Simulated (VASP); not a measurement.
# Bi (P6_3/mmc) in VASP: further runs, part 2 of 2

VASP 6.6.1.

**3. Single point, PBEsol (volume scaled by 0.58)**

INCAR

```
SYSTEM = Bi
ALGO = Normal
EDIFF = 1E-6
ENCUT = 520
GGA = PS
ISIF = 2
ISMEAR = -1
LASPH = .TRUE.
LCHARG = .TRUE.
LELF = .TRUE.
LREAL = .FALSE.
LVHAR = .TRUE.
LWAVE = .FALSE.
NBANDS = 22
NELM = 60
PREC = Accurate
SIGMA = 0.1
```

KPOINTS

```
k-points
0
G
  12 12 7
  0 0 0
```

POSCAR

```
Bi
1.0
    2.9450600834      0.0000000000      0.0000000000
   -1.4725300417      2.5504968479      0.0000000000
    0.0000000000      0.0000000000      4.6565090880
Bi
2
Direct
    0.3333333333      0.6666666667      0.2500000000
    0.6666666667      0.3333333333      0.7500000000
```

Potentials or basis: VASP PAW PBE potentials, release 64 (Bi_d).

Run with:

```bash
cat potpaw_PBE.64/Bi_d/POTCAR > POTCAR
mpirun -np 1 vasp_std > vasp.out
```

Wall time 30 s (1 thread of Intel Xeon Platinum 8259CL at 2.50GHz (Skylake/Cascade Lake), shared host); peak memory 0.18 GiB.

It converged, with:

| Quantity | Value |
| --- | --- |
| Free energy | -2.9933 eV |
| Pressure | 115.3 GPa |
| Band gap on the k mesh | zero (band 15 reaches 24.14 eV, above the bottom of band 16 at 12.65 eV) |

Stress tensor (GPa, compression positive):
```
115.21   0.00   0.00
  0.00 115.21   0.00
  0.00   0.00 115.45
```

Levels at points of the mesh, in eV from the Fermi level:
```
           k point  band 12  band 13  band 14  band 15  band 16  band 17  band 18  band 19
(0.00, 0.00, 0.00)   -11.85    -9.87     5.56     5.56     7.20     8.36     8.79     8.79
(0.50, 0.00, 0.00)   -11.82    -5.76    -4.74    -3.97    -0.52    -0.40     5.46     6.05
```

Caveat: the cell differs from its parent crystal (volume scaled by 0.58); the PAW data sets were made with another functional, which shifts forces and pressure a little; spin-orbit coupling is left out, which moves the levels of the heavy elements.

**4. Single point, PBEsol**

This run uses another cell than the first one, of 20.50 Å³/atom, 1.172 times its volume.

INCAR

```
SYSTEM = Bi
PREC = Accurate
ENCUT = 520
EDIFF = 1E-7
ISMEAR = -1
SIGMA = 0.1
LREAL = .False.
LASPH = .True.
NELM = 80
ALGO = Normal
ISIF = 2
LWAVE = .False.
LCHARG = .False.
GGA = PS
NBANDS = 22
```

KPOINTS

```
Automatic mesh
0
Gamma
  12 12 7
  0 0 0
```

POSCAR

```
Bi
1.0
    3.1054840796      0.0000000000      0.0000000000
   -1.5527420398      2.6894281040      0.0000000000
    0.0000000000      0.0000000000      4.9098822693
Bi
2
Direct
    0.3333333333      0.6666666667      0.2500000000
    0.6666666667      0.3333333333      0.7500000000
```

Run with:

```bash
cat potpaw_PBE.64/Bi_d/POTCAR > POTCAR
mpirun -np 1 vasp_std > vasp.out
```

It took 35 s on 1 thread of Intel Xeon Platinum 8259CL at 2.50GHz (Skylake/Cascade Lake), shared host; peak memory 0.19 GiB.

Results (log left out):

| Item | Value |
| --- | --- |
| Free energy | -6.0917 eV |
| Pressure | 56.1 GPa |
| Band gap on the k mesh | zero (band 15 reaches 20.06 eV, above the bottom of band 16 at 10.18 eV) |

Stress tensor (GPa, compression positive):
```
56.05  0.00  0.00
 0.00 56.05  0.00
 0.00  0.00 56.16
```

Levels at points of the mesh, in eV from the Fermi level:
```tsv
k point	band 11	band 12	band 13	band 14	band 15	band 16	band 17	band 18	band 19	band 20
(0.00, 0.00, 0.00)	-17.56	-11.39	-8.34	4.80	4.80	7.59	7.59	7.75	8.23	9.05
(0.50, 0.00, 0.00)	-12.43	-10.82	-5.61	-4.11	-3.34	-0.24	-0.22	5.07	5.33	7.16
```

Caveat: the PAW data sets were made with another functional, which shifts forces and pressure a little; spin-orbit coupling is left out, which moves the levels of the heavy elements.

**5. Single point, PBEsol**

This run uses another cell than the first one, of 23.52 Å³/atom, 1.345 times its volume.

INCAR

```
PREC = Accurate
ENCUT = 520
EDIFF = 1E-6
ISMEAR = -1
SIGMA = 0.1
LREAL = False
LASPH = True
NELM = 60
ALGO = Normal
ISIF = 2
LWAVE = False
LCHARG = False
GGA = PS
NBANDS = 22
```

KPOINTS

```
regular mesh
0
Gamma
  12 12 7
```

POSCAR

```
Bi
1.0
    3.2502891928      0.0000000000      0.0000000000
   -1.6251445964      2.8148330107      0.0000000000
    0.0000000000      0.0000000000      5.1412814033
Bi
2
Direct
    0.3333333333      0.6666666667      0.2500000000
    0.6666666667      0.3333333333      0.7500000000
```

Potentials or basis: VASP PAW PBE potentials, release 64 (Bi_d).

Run with:

```bash
cat potpaw_PBE.64/Bi_d/POTCAR > POTCAR
mpirun -np 1 vasp_std > vasp.out
```

OUTCAR:

```text
PREC = Accurate
   ENCUT = 520
   EDIFF = 1E-6
   ISMEAR = -1
   LREAL = False
   LASPH = True
   NELM = 60
   ISIF = 2
   GGA = PS

 ion  position               nearest neighbor table
   1  0.333  0.667  0.250-   2 3.18   2 3.18   2 3.18   2 3.18   2 3.18   2 3.18
   2  0.667  0.333  0.750-   1 3.18   1 3.18   1 3.18   1 3.18   1 3.18   1 3.18

  LATTYP: Found a hexagonal cell.
 ALAT       =     3.2502891928
 C/A-ratio  =     1.5817919878

  Lattice vectors:

 A1 = (   3.2502891928,   0.0000000000,   0.0000000000)
[... 190 lines left out ...]
      4     -11.4796      2.00000
      5     -11.4502      2.00000
      6     -11.4502      2.00000
[... 589 lines left out ...]
     21      21.9056      0.00000
     22      22.8445      0.00000

 [... further k-points ...]
[... 5 lines left out ...]
  --------------------------------------------------------------------------------------
  -------------------------------------------------------------------------------------
  Total        7.6199953      7.6199953      7.6312044     -0.0000000      0.0000000      0.0000000
  in kB      259.5489463    259.5489464    259.9307458     -0.0000000      0.0000000      0.0000000
  external PRESSURE =     259.6762128 kB  Pullay stress =       0.0000000 kB

 VOLUME and BASIS-vectors are now :
 -----------------------------------------------------------------------------
  energy-cutoff  :      520.00
  volume of cell :       47.04
      direct lattice vectors                 reciprocal lattice vectors
     3.250289193  0.000000000  0.000000000     0.307664931  0.177630431  0.000000000
    -1.625144596  2.814833011  0.000000000     0.000000000  0.355260861  0.000000000
     0.000000000  0.000000000  5.141281403     0.000000000  0.000000000  0.194504039

 POSITION                                       TOTAL-FORCE (eV/Angst)
 -----------------------------------------------------------------------------------
     -0.00000      1.87656      1.28532        -0.000000     -0.000000      0.000000
      1.62514      0.93828      3.85596         0.000000      0.000000      0.000000
 -----------------------------------------------------------------------------------
    total drift:                               -0.000000      0.000000      0.000000

  FREE ENERGIE OF THE ION-ELECTRON SYSTEM (eV)
  ---------------------------------------------------
  free  energy   TOTEN  =        -7.5816098522 eV

  energy  without entropy=       -7.5471923357  energy(sigma->0) =       -7.56440109
```

Wall time 33 s (1 thread of Intel Xeon Platinum 8259CL at 2.50GHz (Skylake/Cascade Lake), shared host); peak memory 0.2 GiB.

What came out:

| Item | Value |
| --- | --- |
| Free energy | -7.5816 eV |
| Pressure | 26.0 GPa |
| Band gap on the k mesh | zero (band 15 reaches 16.90 eV, above the bottom of band 16 at 8.37 eV) |

Caveat: the PAW data sets were made with another functional, which shifts forces and pressure a little; spin-orbit coupling is left out, which moves the levels of the heavy elements.

**6. Overview**

```csv
cell,gap on the mesh (eV),pressure (GPa)
"a = 2.945, b = 2.945, c = 4.657 Å, angles 90.0, 90.0, 120.0°, 2 atoms",none,115.3
"a = 3.105, b = 3.105, c = 4.910 Å, angles 90.0, 90.0, 120.0°, 2 atoms",none,56.1
"a = 3.250, b = 3.250, c = 5.141 Å, angles 90.0, 90.0, 120.0°, 2 atoms",none,26.0
```

Alike in all rows: task single point; level PBEsol; potentials or basis VASP PAW PBE potentials, release 64 (Bi_d); no spin polarisation; k mesh 12 × 12 × 7; cutoff (eV) 520; smearing fermi-dirac 0.1 eV.

Caveats: the PAW data sets were made with another functional, which shifts forces and pressure a little; spin-orbit coupling is left out, which moves the levels of the heavy elements.

Absolute energies hang on the potentials; compare differences alone.
